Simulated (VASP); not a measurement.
## Ca3AsP: single point with PBE

The system is Ca3AsP.

```xyz
5
Lattice="5.3339 0.0000 0.0000 0.0000 5.3339 0.0000 0.0000 0.0000 5.3339" Properties=species:S:1:pos:R:3 pbc="T T T"
Ca    0.0000    2.6669    2.6669
Ca    2.6669    0.0000    2.6669
Ca    2.6669    2.6669    0.0000
P     2.6669    2.6669    2.6669
As    0.0000    0.0000    0.0000
```

```json
{
 "Program": "VASP 6.6.1",
 "Task": "single point",
 "Functional": "PBE",
 "Potentials or basis": "VASP PAW PBE potentials, release 64 (Ca_sv, P, As)",
 "Cutoff": "500 eV",
 "k mesh": "3 × 3 × 3",
 "Occupations": "gaussian, width 0.01 eV",
 "Spin": "no spin polarisation"
}
```

```
Pressure               : 0.0 GPa
Band gap on the k mesh : 0.17 eV, direct
```

Levels at points of the mesh, in eV from the valence-band top:
| k point | band 16 | band 17 | band 18 | band 19 | band 20 | band 21 | band 22 | band 23 | band 24 | band 25 |
| --- | --- | --- | --- | --- | --- | --- | --- | --- | --- | --- |
| (0.00, 0.00, 0.00) | -1.73 | -1.73 | 0.00 | 0.00 | 0.00 | 0.17 | 0.88 | 0.88 | 1.07 | 1.07 |

Run time: 46 s on 1 thread of Intel Xeon 8259CL, on a shared host, peak memory 0.24 GiB.
